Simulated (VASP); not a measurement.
# Pd (Fm-3m) in VASP: further runs, part 2 of 2

VASP 6.6.1. The steps go on from the part before.

**4. Single point, LDA, collinear spin (14.16 Å³/atom)**

This run uses another cell than the first one, of 14.16 Å³/atom.

File INCAR:

```
SYSTEM = Pd
PREC = Accurate
ENCUT = 520
EDIFF = 1E-6
ISMEAR = -1
SIGMA = 0.05
LREAL = .False.
LASPH = .True.
NELM = 150
ALGO = Normal
ISIF = 2
LWAVE = .False.
LCHARG = .True.
ISPIN = 2
MAGMOM = 0.5
LORBIT = 11
LMAXMIX = 4
GGA = CA
LELF = .True.
LVHAR = .True.
NBANDS = 15
```

File KPOINTS:

```
Automatic mesh
0
Gamma
  23 23 23
  0 0 0
```

File POSCAR:

```
Pd
1.0
    0.0000000000      1.9202770988      1.9202770988
    1.9202770988      0.0000000000      1.9202770988
    1.9202770988      1.9202770988      0.0000000000
Pd
1
Direct
    0.0000000000      0.0000000000      0.0000000000
```

Potentials or basis: VASP PAW LDA potentials, release 64 (Pd).

Command:

```bash
> cat potpaw_LDA.64/Pd/POTCAR > POTCAR
> mpirun -np 1 vasp_std > vasp.out
```

OUTCAR:

```text
SYSTEM = Pd
   PREC = Accurate
   ENCUT = 520
   EDIFF = 1E-6
   ISMEAR = -1
   LREAL = .False.
   LASPH = .True.
   NELM = 150
   ISIF = 2
   ISPIN = 2
   LORBIT = 11
   GGA = CA

 ion  position               nearest neighbor table
   1  0.000  0.000  0.000-

  LATTYP: Found a face centered cubic cell.
 ALAT       =     3.8405541976

  Lattice vectors:

 A1 = (   0.0000000000,   1.9202770988,   1.9202770988)
 A2 = (   1.9202770988,   0.0000000000,   1.9202770988)
 A3 = (   1.9202770988,   1.9202770988,   0.0000000000)

Analysis of symmetry for initial positions (statically):
=====================================================================
 Subroutine PRICEL returns:
 Original cell was already a primitive cell.

 Routine SETGRP: Setting up the symmetry group for a
 face centered cubic supercell.

 Subroutine GETGRP returns: Found 48 space group operations
 (whereof 48 operations were pure point group operations)
 out of a pool of 48 trial point group operations.

The static configuration has the point symmetry O_h .

Analysis of symmetry for dynamics (positions and initial velocities):
=====================================================================
 Subroutine PRICEL returns:
 Original cell was already a primitive cell.

 Routine SETGRP: Setting up the symmetry group for a
 face centered cubic supercell.

 Subroutine GETGRP returns: Found 48 space group operations
 (whereof 48 operations were pure point group operations)
 out of a pool of 48 trial point group operations.

The dynamic configuration has the point symmetry O_h .

Analysis of structural, dynamic, and magnetic symmetry:
=====================================================================
 Subroutine PRICEL returns:
 Original cell was already a primitive cell.

 Routine SETGRP: Setting up the symmetry group for a
 face centered cubic supercell.

 Subroutine GETGRP returns: Found 48 space group operations
 (whereof 48 operations were pure point group operations)
 out of a pool of 48 trial point group operations.

The overall configuration has the point symmetry O_h .

 Subroutine INISYM returns: Found 48 space group operations
 (whereof 48 operations are pure point group operations),
 and found     1 'primitive' translations

----------------------------------------------------------------------------------------

                                     Primitive cell

  volume of cell :      14.1619

  direct lattice vectors                    reciprocal lattice vectors
     0.000000000  1.920277099  1.920277099    -0.260379088  0.260379088  0.260379088
     1.920277099  0.000000000  1.920277099     0.260379088 -0.260379088  0.260379088
     1.920277099  1.920277099  0.000000000     0.260379088  0.260379088 -0.260379088

  length of vectors
     2.715681917  2.715681917  2.715681917     0.450989810  0.450989810  0.450989810

  position of ions in fractional coordinates (direct lattice)
     0.000000000  0.000000000  0.000000000

  ion indices of the primitive-cell ions
   primitive index   ion index
                 1           1

----------------------------------------------------------------------------------------

 KPOINTS: Automatic mesh

Automatic generation of k-mesh.
 Grid dimensions read from file:
[... 72 lines left out ...]
   ISYM   =      2    0-nonsym 1-usesym 2-fastsym
   POTIM  = 0.5000    time-step for ionic-motion
   TEBEG  =    0.0;   TEEND  =   0.0 temperature during run
   PSTRESS=    0.0 pullay stress
   NELECT =      10.0000    total number of electrons
   NUPDOWN=      -1.0000    fix difference up-down
   EMIN   =  10.00;   EMAX   =-10.00  energy-range for DOS
   EFERMI =   0.00;   METHOD = LEGACY
   ISMEAR =    -1;   SIGMA  =   0.05  broadening in eV -4-tet -1-fermi 0-gaus
   EFERMI_NEDOS =   21; number of points for ismear=-14 and -15
   IALGO  =     38    algorithm
   IMIX   =      4    mixing-type and parameters
     AMIX     =   0.40;   BMIX     =  1.00
     AMIX_MAG =   1.60;   BMIX_MAG =  1.00
  volume/ion in A,a.u.               =      14.16        95.57
  Fermi-wavevector in a.u.,A,eV,Ry     =   1.457810  2.754861 28.915238  2.125210
  Thomas-Fermi vector in A             =   2.574568
   LORBIT       =     11    0 simple, 1 ext, 2 COOP (PROOUT), +10 PAW based schemes
   GGA     = CA    functional components
   LHFCALC =     F    Hartree Fock is set to
   AEXX    =    0.0000 exact exchange contribution
   IVDW    =     0    specifies the selected vdW correction
   LEPSILON=     F    determine dielectric tensor
   LRPA    =     F    only Hartree local field effects (RPA)
 spin polarized calculation
  energy-cutoff  :      520.00
  volume of cell :       14.16
 maximum number of plane-waves:       390
   NGX =  9   NGY =  9   NGZ =  9

 number of electron      10.0000005 magnetization       0.0022068

 Free energy of the ion-electron system (eV)
  ---------------------------------------------------
  ext. energy  EPLUGINS =         0.00000000
  ---------------------------------------------------
  free energy    TOTEN  =        -6.50427268 eV

  energy without entropy =       -6.48612542  energy(sigma->0) =       -6.49519905

 E-fermi :  10.3022     XC(G=0): -13.7679

 val. band max:       10.3014765964   @ k =  -0.3913   0.3913   0.0435
 cond. band min:      10.3022117912   @ k =  -0.4783   0.2174   0.0435
 fundamental gap:      0.0007351948
 Fermi energy:        10.3021680308

 spin component 1

 k-point     1 :       0.0000    0.0000    0.0000
  band No.  band energies     occupation
      1       2.7477      1.00000
      2       7.2377      1.00000
      3       7.2377      1.00000
      4       7.2377      1.00000
      5       8.9966      1.00000
      6       8.9966      1.00000
      7      27.4440      0.00000
      8      32.3992      0.00000
      9      32.3992      0.00000
     10      32.3992      0.00000
     11      35.9152      0.00000
     12      38.0393      0.00000
     13      41.6840      0.00000
     14      41.6840      0.00000
[... 403 lines left out ...]
      4       9.8586      0.99986
      5      10.2688      0.66088
      6      11.6436      0.00000
      7      17.8947      0.00000
      8      26.8901      0.00000
      9      31.2746      0.00000
     10      31.5343      0.00000
     11      35.9414      0.00000
     12      38.4052      0.00000
     13      38.4459      0.00000
     14      42.2994      0.00000
     15      44.3609      0.00000

 [... further k-points ...]

 spin component 2

 k-point     1 :       0.0000    0.0000    0.0000
  band No.  band energies     occupation
      1       2.7481      1.00000
      2       7.2390      1.00000
      3       7.2390      1.00000
      4       7.2390      1.00000
      5       8.9979      1.00000
      6       8.9979      1.00000
      7      27.4443      0.00000
      8      32.3995      0.00000
      9      32.3995      0.00000
     10      32.3995      0.00000
     11      35.9181      0.00000
     12      38.0394      0.00000
     13      41.6847      0.00000
     14      41.6847      0.00000
[... 403 lines left out ...]
      4       9.8598      0.99986
      5      10.2703      0.65426
      6      11.6442      0.00000
      7      17.8957      0.00000
      8      26.8903      0.00000
      9      31.2751      0.00000
     10      31.5348      0.00000
     11      35.9443      0.00000
     12      38.4057      0.00000
     13      38.4464      0.00000
     14      42.2999      0.00000
     15      44.3613      0.00000

 [... further k-points ...]

------------------------ aborting loop because EDIFF is reached ----------------------------------------

  FORCE on cell =-STRESS in cart. coord.  units (eV):
  Direction    XX          YY          ZZ          XY          YZ          ZX
  --------------------------------------------------------------------------------------
  -------------------------------------------------------------------------------------
  Total        0.0008155      0.0008155      0.0008155      0.0000000      0.0000000      0.0000000
  in kB        0.0922617      0.0922617      0.0922617      0.0000000      0.0000000      0.0000000
  external PRESSURE =       0.0922617 kB  Pullay stress =       0.0000000 kB

 VOLUME and BASIS-vectors are now :
 -----------------------------------------------------------------------------
  energy-cutoff  :      520.00
  volume of cell :       14.16
      direct lattice vectors                 reciprocal lattice vectors
     0.000000000  1.920277099  1.920277099    -0.260379088  0.260379088  0.260379088
     1.920277099  0.000000000  1.920277099     0.260379088 -0.260379088  0.260379088
     1.920277099  1.920277099  0.000000000     0.260379088  0.260379088 -0.260379088

 POSITION                                       TOTAL-FORCE (eV/Angst)
 -----------------------------------------------------------------------------------
      0.00000      0.00000      0.00000        -0.000000      0.000000      0.000000
 -----------------------------------------------------------------------------------
    total drift:                                0.000000     -0.000000      0.000000

  FREE ENERGIE OF THE ION-ELECTRON SYSTEM (eV)
  ---------------------------------------------------
  free  energy   TOTEN  =        -6.5042726751 eV

  energy  without entropy=       -6.4861254164  energy(sigma->0) =       -6.49519905

 total charge

# of ion       s       p       d       tot
------------------------------------------
    1        0.514   0.529   8.485   9.528

 magnetization (x)

# of ion       s       p       d       tot
------------------------------------------
    1       -0.000  -0.000   0.002   0.002
```

OSZICAR:

```text
N       E                     dE             d eps       ncg     rms          rms(c)
DAV:   1     0.456501947730E+02    0.45650E+02   -0.45456E+03 21999   0.593E+02
DAV:   2    -0.602016790013E+01   -0.51670E+02   -0.49454E+02 27881   0.162E+02
DAV:   3    -0.684065180138E+01   -0.82048E+00   -0.81767E+00 28833   0.201E+01
DAV:   4    -0.684294801665E+01   -0.22962E-02   -0.22960E-02 25970   0.112E+00
DAV:   5    -0.684296175508E+01   -0.13738E-04   -0.13738E-04 28823   0.771E-02    0.922E+00
DAV:   6    -0.652493221541E+01    0.31803E+00   -0.11650E+00 31346   0.685E+00    0.436E+00
DAV:   7    -0.650935449051E+01    0.15578E-01   -0.20521E-02 29166   0.818E-01    0.225E+00
DAV:   8    -0.650425360952E+01    0.51009E-02   -0.11866E-03 30653   0.246E-01    0.919E-01
DAV:   9    -0.650421263681E+01    0.40973E-04   -0.30697E-04 28162   0.101E-01    0.740E-02
DAV:  10    -0.650423985166E+01   -0.27215E-04   -0.29099E-05 30476   0.293E-02    0.437E-02
DAV:  11    -0.650426920089E+01   -0.29349E-04   -0.42568E-05 29379   0.320E-02    0.200E-02
DAV:  12    -0.650427233036E+01   -0.31295E-05   -0.49014E-06 26882   0.121E-02    0.496E-03
DAV:  13    -0.650427267513E+01   -0.34477E-06   -0.36465E-07 18998   0.314E-03
   1 F= -.65042727E+01 E0= -.64951990E+01  d E =-.181473E-01  mag=    -0.0002
```

stdout:

```text
POSCAR found type information on POSCAR Pd
 POSCAR found :  1 types and       1 ions
 scaLAPACK will be used
 LDA part: xc-table for (Slater(with rela. corr.)+CA(PZ))
 , standard interpolation
 POSCAR, INCAR and KPOINTS ok, starting setup
 FFT: planning ... GRIDC
 FFT: planning ... GRID_SOFT
 FFT: planning ... GRID
 WAVECAR not read
 entering main loop
```

Run time: 2 min. Hardware: 1 thread of Intel Xeon 8259CL, shared host; peak memory 0.22 GiB.

Results:

```yaml
Free_energy: -6.5043 eV
Pressure: 0.0 GPa
Band_gap_on_the_k_mesh: zero (filled and empty bands overlap)
Net_moment: 0.00 μB per cell
Valence_electrons_inside_the_program's_atomic_spheres: Pd 9.53
```
